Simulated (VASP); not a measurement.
# Zn (Pm-3m) in VASP: notebook

The runs below take Zn through relaxation of cell and atoms, with PBE.

All numbers are computed with VASP 6.6.1; they aren't measurements. Logs are shortened: lines on timing, memory, paths and dates and some standing lists are left out, and cuts for length are marked.

### Step 1. The cell of the first run

The structure is cubic, space group Pm-3m (No. 221). Conventional cell: a = 2.246 Å, b = 2.246 Å, c = 2.246 Å, α = 90.00°, β = 90.00°, γ = 90.00°. Within 3.0 Å of Zn (site symmetry m-3m) lie 6 Zn at 2.25 Å.

### Step 2. Relaxation of cell and atoms, PBE, target pressure 54 GPa, at which the enthalpy is minimised

Contents of INCAR:

```
SYSTEM = Zn
PREC = Accurate
ENCUT = 600
EDIFF = 1E-6
ISMEAR = -1
SIGMA = 0.05
LREAL = .FALSE.
LASPH = .TRUE.
NELM = 100
ALGO = Normal
ISIF = 3
LWAVE = .FALSE.
LCHARG = .FALSE.
GGA = PE
IBRION = 2
NSW = 60
EDIFFG = -0.005
PSTRESS = 540.0
```

Contents of KPOINTS:

```
Automatic mesh
0
G
  17 17 17
  0 0 0
```

Contents of POSCAR:

```
Zn
1.0
    2.2463213422      0.0000000000      0.0000000000
    0.0000000000      2.2463213422      0.0000000000
    0.0000000000      0.0000000000      2.2463213422
Zn
1
Direct
    0.0000000000      0.0000000000      0.0000000000
```

Potentials or basis: VASP PAW PBE potentials, release 64 (Zn).

Launch:

```console
cat potpaw_PBE.64/Zn/POTCAR > POTCAR
mpirun -np 1 vasp_std > vasp.out
```

OUTCAR:

```text
SYSTEM = Zn
   PREC = Accurate
   ENCUT = 600
   EDIFF = 1E-6
   ISMEAR = -1
   LREAL = .FALSE.
   LASPH = .TRUE.
   NELM = 100
   ISIF = 3
   GGA = PE
   IBRION = 2
   NSW = 60
   EDIFFG = -0.005
   PSTRESS = 540.0

 ion  position               nearest neighbor table
   1  0.000  0.000  0.000-

  LATTYP: Found a simple cubic cell.
 ALAT       =     2.2463213422

  Lattice vectors:

 A1 = (   2.2463213422,   0.0000000000,   0.0000000000)
 A2 = (   0.0000000000,   2.2463213422,   0.0000000000)
 A3 = (   0.0000000000,   0.0000000000,   2.2463213422)

Analysis of symmetry for initial positions (statically):
=====================================================================
 Subroutine PRICEL returns:
 Original cell was already a primitive cell.

 Routine SETGRP: Setting up the symmetry group for a
 simple cubic supercell.

 Subroutine GETGRP returns: Found 48 space group operations
 (whereof 48 operations were pure point group operations)
 out of a pool of 48 trial point group operations.

The static configuration has the point symmetry O_h .

Analysis of symmetry for dynamics (positions and initial velocities):
=====================================================================
 Subroutine PRICEL returns:
 Original cell was already a primitive cell.

 Routine SETGRP: Setting up the symmetry group for a
 simple cubic supercell.

 Subroutine GETGRP returns: Found 48 space group operations
 (whereof 48 operations were pure point group operations)
 out of a pool of 48 trial point group operations.

The dynamic configuration has the point symmetry O_h .

 Subroutine INISYM returns: Found 48 space group operations
 (whereof 48 operations are pure point group operations),
 and found     1 'primitive' translations

----------------------------------------------------------------------------------------

                                     Primitive cell

  volume of cell :      11.3348

  direct lattice vectors                    reciprocal lattice vectors
     2.246321342  0.000000000  0.000000000     0.445172283  0.000000000  0.000000000
     0.000000000  2.246321342  0.000000000     0.000000000  0.445172283  0.000000000
     0.000000000  0.000000000  2.246321342     0.000000000  0.000000000  0.445172283

  length of vectors
     2.246321342  2.246321342  2.246321342     0.445172283  0.445172283  0.445172283

  position of ions in fractional coordinates (direct lattice)
     0.000000000  0.000000000  0.000000000

  ion indices of the primitive-cell ions
   primitive index   ion index
                 1           1

----------------------------------------------------------------------------------------

 KPOINTS: Automatic mesh

Automatic generation of k-mesh.
 Grid dimensions read from file:
 generate k-points for:   17   17   17

 Generating k-lattice:

  Cartesian coordinates                     Fractional coordinates (reciprocal lattice)
     0.026186605  0.000000000  0.000000000     0.058823529  0.000000000  0.000000000
     0.000000000  0.026186605  0.000000000     0.000000000  0.058823529  0.000000000
     0.000000000  0.000000000  0.026186605     0.000000000  0.000000000  0.058823529

  Length of vectors
     0.026186605  0.026186605  0.026186605

  Shift w.r.t. Gamma in fractional coordinates (k-lattice)
     0.000000000  0.000000000  0.000000000

 Subroutine IBZKPT returns following result:
 ===========================================

 Found    165 irreducible k-points:

 Following reciprocal coordinates:
            Coordinates               Weight
  0.000000  0.000000  0.000000      1.000000
  0.058824  0.000000  0.000000      6.000000
  0.117647  0.000000  0.000000      6.000000
  0.176471  0.000000  0.000000      6.000000
  0.235294  0.000000  0.000000      6.000000
  0.294118  0.000000  0.000000      6.000000
[... 16 lines left out ...]
  0.411765  0.117647  0.000000     24.000000
  0.470588  0.117647  0.000000     24.000000
 [... further k-points ...]
   k-points           NKPTS =    165   k-points in BZ     NKDIM =    165   number of bands    NBANDS=     10
   number of dos      NEDOS =    301   number of ions     NIONS =      1
   total plane-waves  NPLWV =   5832
   dimension x,y,z NGX =    18 NGY =   18 NGZ =   18
   dimension x,y,z NGXF=    36 NGYF=   36 NGZF=   36
   ions per type =               1
   NGX,Y,Z   is equivalent  to a cutoff of  13.32, 13.32, 13.32 a.u.
   NGXF,Y,Z  is equivalent  to a cutoff of  26.64, 26.64, 26.64 a.u.
 SYSTEM =  Zn
   PREC   = accura    normal or accurate (medium, high low for compatibility)
   ISTART =      0    job   : 0-new  1-cont  2-samecut
   ICHARG =      2    charge: 1-file 2-atom 10-const
   ISPIN  =      1    spin polarized calculation?
   LNONCOLLINEAR =      F non collinear calculations
   LSORBIT =      F    spin-orbit coupling
   LASPH  =      T    aspherical Exc in radial PAW
   ENCUT  =  600.0 eV  44.10 Ry    6.64 a.u.   4.49  4.49  4.49*2*pi/ulx,y,z
   NELM   =    100;   NELMIN=  2; NELMDL= -5     # of ELM steps
   EDIFF  = 0.1E-05   stopping-criterion for ELM
   LREAL  =      F    real-space projection
   EDIFFG = -.5E-02   stopping-criterion for IOM
   NSW    =     60    number of steps for IOM
   IBRION =      2    ionic relax: 0-MD 1-quasi-New 2-CG
   NFREE  =      1    steps in history (QN), initial steepest desc. (CG)
   ISIF   =      3    stress and relaxation
   ISYM   =      2    0-nonsym 1-usesym 2-fastsym
   POTIM  = 0.5000    time-step for ionic-motion
   TEBEG  =    0.0;   TEEND  =   0.0 temperature during run
   PSTRESS=  540.0 pullay stress
   NELECT =      12.0000    total number of electrons
   NUPDOWN=      -1.0000    fix difference up-down
   EMIN   =  10.00;   EMAX   =-10.00  energy-range for DOS
   EFERMI =   0.00;   METHOD = LEGACY
   ISMEAR =    -1;   SIGMA  =   0.05  broadening in eV -4-tet -1-fermi 0-gaus
   EFERMI_NEDOS =   21; number of points for ismear=-14 and -15
   IALGO  =     38    algorithm
   IMIX   =      4    mixing-type and parameters
     AMIX     =   0.40;   BMIX     =  1.00
     AMIX_MAG =   1.60;   BMIX_MAG =  1.00
  volume/ion in A,a.u.               =      11.33        76.49
  Fermi-wavevector in a.u.,A,eV,Ry     =   1.668515  3.153036 37.877820  2.783941
  Thomas-Fermi vector in A             =   2.754349
   LORBIT       =      0    0 simple, 1 ext, 2 COOP (PROOUT), +10 PAW based schemes
   GGA     = PE    functional components
   LHFCALC =     F    Hartree Fock is set to
   AEXX    =    0.0000 exact exchange contribution
   IVDW    =     0    specifies the selected vdW correction
   LEPSILON=     F    determine dielectric tensor
   LRPA    =     F    only Hartree local field effects (RPA)
 conjugate gradient relaxation of ions
 non-spin polarized calculation
  energy-cutoff  :      600.00
  volume of cell :       11.33
 maximum number of plane-waves:       389
 NGX is ok and might be reduce to    18
   NGX =  9   NGY =  9   NGZ =  9

--------------------------------------- Ionic step        1  -------------------------------------------

 number of electron      12.0000022 magnetization

 Free energy of the ion-electron system (eV)
  ---------------------------------------------------
  ext. energy  EPLUGINS =         0.00000000
  ---------------------------------------------------
  free energy    TOTEN  =         0.14240987 eV

  energy without entropy =        0.14395980  energy(sigma->0) =        0.14318483

------------------------ aborting loop because EDIFF is reached ----------------------------------------

  FORCE on cell =-STRESS in cart. coord.  units (eV):
  Direction    XX          YY          ZZ          XY          YZ          ZX
  --------------------------------------------------------------------------------------
  -------------------------------------------------------------------------------------
  Total        5.3704534      5.3704534      5.3704534     -0.0000000     -0.0000000      0.0000000
  in kB      759.1120512    759.1120512    759.1120512     -0.0000000     -0.0000000      0.0000000
  external PRESSURE =     219.1120512 kB  Pullay stress =     540.0000000 kB
[... 207 lines left out ...]
  enthalpy is  TOTEN    =         3.9083816137 eV   P V=        4.0993343137

--------------------------------------- Ionic step        7  -------------------------------------------

 number of electron      11.9999988 magnetization

 Free energy of the ion-electron system (eV)
  ---------------------------------------------------
  ext. energy  EPLUGINS =         0.00000000
  ---------------------------------------------------
  free energy    TOTEN  =        -0.19519734 eV

  energy without entropy =       -0.19369630  energy(sigma->0) =       -0.19444682

 E-fermi :   4.7310     XC(G=0): -12.6974

 val. band max:        4.6632814116   @ k =   0.4706   0.2941   0.1176
 cond. band min:       4.8423191271   @ k =   0.4118   0.4118   0.2353
 fundamental gap:      0.1790377155
 Fermi energy:         4.7310083496

 k-point     1 :       0.0000    0.0000    0.0000
  band No.  band energies     occupation
      1      -7.4331      2.00000
      2      -4.9248      2.00000
      3      -4.9248      2.00000
      4      -2.6052      2.00000
      5      -2.6052      2.00000
      6      -2.6052      2.00000
      7      20.5704      0.00000
      8      20.5704      0.00000
      9      20.5704      0.00000
     10      23.8773      0.00000
[... 287 lines left out ...]
 k-point    24 :       0.4706    0.1176    0.0000
  band No.  band energies     occupation
      1      -4.6273      2.00000
      2      -4.3695      2.00000
      3      -3.6607      2.00000
      4      -3.2785      2.00000
      5      -2.6300      2.00000
      6       0.3012      2.00000
      7       2.7871      2.00000
      8      22.6243      0.00000
      9      24.2120      0.00000
     10      27.7931      0.00000

 [... further k-points ...]

------------------------ aborting loop because EDIFF is reached ----------------------------------------

  FORCE on cell =-STRESS in cart. coord.  units (eV):
  Direction    XX          YY          ZZ          XY          YZ          ZX
  --------------------------------------------------------------------------------------
  -------------------------------------------------------------------------------------
  Total        4.1053469      4.1053469      4.1053469     -0.0000000     -0.0000000      0.0000000
  in kB      540.2338757    540.2338757    540.2338757     -0.0000000     -0.0000000      0.0000000
  external PRESSURE =       0.2338757 kB  Pullay stress =     540.0000000 kB
[... 16 lines left out ...]
  FREE ENERGIE OF THE ION-ELECTRON SYSTEM (eV)
  ---------------------------------------------------
  free  energy   TOTEN  =        -0.1951973374 eV

  energy  without entropy=       -0.1936962996  energy(sigma->0) =       -0.19444682

  enthalpy is  TOTEN    =         3.9083723422 eV   P V=        4.1035696796

 reached required accuracy - stopping structural energy minimisation
```

Wall time 95 s (1 thread of Intel Xeon 8259CL, shared host); peak memory 0.14 GiB.

What came out:

- Free energy: -0.1952 eV
- Relaxed volume: 12.18 Å³/atom
- Relaxed cell: a = 2.301 Å, b = 2.301 Å, c = 2.301 Å, α = 90.00°, β = 90.00°, γ = 90.00°
- Space group after relaxing (to 0.05 Å): Pm-3m (No. 221)
- Energy change on relaxing (the enthalpy is what falls): -337.6 meV/atom
- Ionic steps: 7
- Pressure after relaxing: 54.0 GPa
- Band gap on the k mesh: zero (band 6 reaches 11.38 eV, above the bottom of band 7 at 2.56 eV)

Step by step:
```
step  energy change (eV)  largest force (eV/Å)  pressure (GPa)  volume (Å³)
   1              0.0000                0.0000           75.91        11.33
   2             -0.7798                0.0000           24.18        14.07
   3             -0.3519                0.0000           52.76        12.22
   4             -0.3345                0.0000           54.23        12.17
   5             -0.3402                0.0000           53.82        12.18
   6             -0.3334                0.0000           54.28        12.16
   7             -0.3376                0.0000           54.02        12.18
```

Final structure:
```xyz
1
Lattice="2.3005 0.0000 0.0000 0.0000 2.3005 0.0000 0.0000 0.0000 2.3005" Properties=species:S:1:pos:R:3 pbc="T T T"
Zn    0.0000    0.0000    2.3005
```

Caveat: the cell is relaxed towards a set pressure, so the enthalpy falls and the energy may rise.

### Step 3. Relaxation of cell and atoms, PBE, target pressure 54 GPa, at which the enthalpy is minimised

This run uses another cell than the first one, of 12.13 Å³/atom, 1.070 times its volume.

Contents of INCAR:

```
ALGO     = Normal         # electronic algorithm
EDIFF    = 1E-6           # SCF threshold, eV
EDIFFG   = -0.005         # ionic threshold
ENCUT    = 600            # plane-wave cutoff, eV
GGA      = PE             # functional
IBRION   = 2              # ionic algorithm
ISIF     = 3              # what is computed and relaxed
ISMEAR   = -1             # smearing method
LASPH    = True           # aspherical terms in the spheres
LCHARG   = False          # write CHGCAR
LREAL    = False          # projectors in reciprocal space
LWAVE    = False          # write WAVECAR
NELM     = 80             # most SCF steps
NSW      = 32             # ionic steps
PREC     = Accurate       # precision mode
PSTRESS  = 540.0        
SIGMA    = 0.05           # smearing width, eV
```

Contents of KPOINTS:

```
k-points
0
Gamma
  17 17 17
```

Contents of POSCAR:

```
Zn
1.0
    2.2976283560      0.0000000000      0.0000000000
    0.0000000000      2.2976283560      0.0000000000
    0.0000000000      0.0000000000      2.2976283560
Zn
1
Direct
    0.0000000000      0.0000000000      0.0000000000
```

Potentials or basis: VASP PAW PBE potentials, release 64 (Zn).

Launch:

```console
cat potpaw_PBE.64/Zn/POTCAR > POTCAR
mpirun -np 1 vasp_std > vasp.out
```

It took 50 s on 1 thread of Intel Xeon 8259CL, shared host; peak memory 0.14 GiB.

Results (log left out):

| Quantity | Value |
| --- | --- |
| Free energy | -0.1951 eV |
| Relaxed volume | 12.17 Å³/atom |
| Relaxed cell | a = 2.300 Å, b = 2.300 Å, c = 2.300 Å, α = 90.00°, β = 90.00°, γ = 90.00° |
| Space group after relaxing (to 0.05 Å) | Pm-3m (No. 221) |
| Energy change on relaxing (the enthalpy is what falls) | -15.1 meV/atom |
| Ionic steps | 3 |
| Pressure after relaxing | 54.1 GPa |
| Band gap on the k mesh | zero (band 6 reaches 11.38 eV, above the bottom of band 7 at 2.56 eV) |

Step by step:
| step | energy change (eV) | largest force (eV/Å) | pressure (GPa) | volume (Å³) |
| --- | --- | --- | --- | --- |
| 1 | 0.0000 | 0.0000 | 54.92 | 12.13 |
| 2 | -0.0410 | 0.0000 | 52.29 | 12.25 |
| 3 | -0.0151 | 0.0000 | 54.06 | 12.17 |

Final structure:
```
Zn
1.0
     2.30042    0.00000    0.00000
     0.00000    2.30042    0.00000
     0.00000    0.00000    2.30042
Zn
1
Direct
  0.00000 0.00000 0.00000
```

Levels at points of the mesh, in eV from the Fermi level:
```csv
k point,band 2,band 3,band 4,band 5,band 6,band 7,band 8,band 9,band 10
"(0.00, 0.00, 0.00)",-9.66,-9.66,-7.34,-7.34,-7.34,15.84,15.84,15.84,19.15
```

Caveat: the cell is relaxed towards a set pressure, so the enthalpy falls and the energy may rise.
